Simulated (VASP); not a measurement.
Crystal: SnO.

```
Sn O
1.0
     3.81370    0.00000    0.00000
     0.00000    3.81370    0.00000
     0.00000    0.00000    4.88691
Sn O
2 2
Direct
  0.00000 0.50000 0.23537
  0.50000 0.00000 0.76463
  0.50000 0.50000 0.00000
  0.00000 0.00000 0.00000
```

* Program: VASP 6.6.1
* Task: relaxation of cell and atoms
* Functional: PBE
* Potentials or basis: VASP PAW PBE potentials, release 64 (Sn_d, O)
* Cutoff: 600 eV
* k mesh: 10 × 10 × 8
* Occupations: gaussian, width 0.01 eV
* Spin: no spin polarisation

At the start: pressure 3.8 GPa; volume 17.77 Å³/atom.

**Question.** Where does the relaxation end?

**Answer.** Over 16 steps the energy falls by 8.9 meV/atom and the volume is 18.82 Å³/atom (+5.9 %); space group P4/nmm (No. 129, to 0.1 Å) before and after.

The path:
| step | energy change (eV) | largest force (eV/Å) | pressure (GPa) | volume (Å³) |
| --- | --- | --- | --- | --- |
| 1 | 0.0000 | 0.4529 | 3.77 | 71.08 |
| 2 | -0.0037 | 0.6830 | -2.72 | 75.46 |
| 3 | -0.0303 | 0.1573 | 0.19 | 73.28 |
| 4 | -0.0303 | 0.1453 | 0.28 | 73.24 |
| 5 | -0.0323 | 0.0834 | 0.20 | 73.57 |
| 6 | -0.0332 | 0.0162 | 0.12 | 73.94 |
| 7 | -0.0332 | 0.0084 | 0.11 | 73.99 |
| 8 | -0.0338 | 0.0273 | -0.03 | 74.23 |
| 9 | -0.0342 | 0.0462 | -0.16 | 74.48 |
| 10 | -0.0346 | 0.0842 | -0.40 | 74.99 |
| 11 | -0.0348 | 0.0733 | -0.35 | 75.02 |
| 12 | -0.0354 | 0.0413 | -0.16 | 75.12 |
| 13 | -0.0356 | 0.0242 | 0.13 | 75.31 |
| 14 | -0.0357 | 0.0055 | 0.03 | 75.26 |
| 15 | -0.0357 | 0.0033 | 0.05 | 75.25 |
| 16 | -0.0357 | 0.0028 | 0.03 | 75.28 |

Final structure:
```yaml
crystal:
  lattice:
    - [3.86787, 0.00000, 0.00000]
    - [0.00000, 3.86787, 0.00000]
    - [0.00000, 0.00000, 5.03184]
  atoms:
    - { symbol: Sn, position: [0.00000, 0.50000, 0.23099] }
    - { symbol: Sn, position: [0.50000, 0.00000, 0.76901] }
    - { symbol: O, position: [0.50000, 0.50000, 0.00000] }
    - { symbol: O, position: [0.00000, 0.00000, 0.00000] }
```
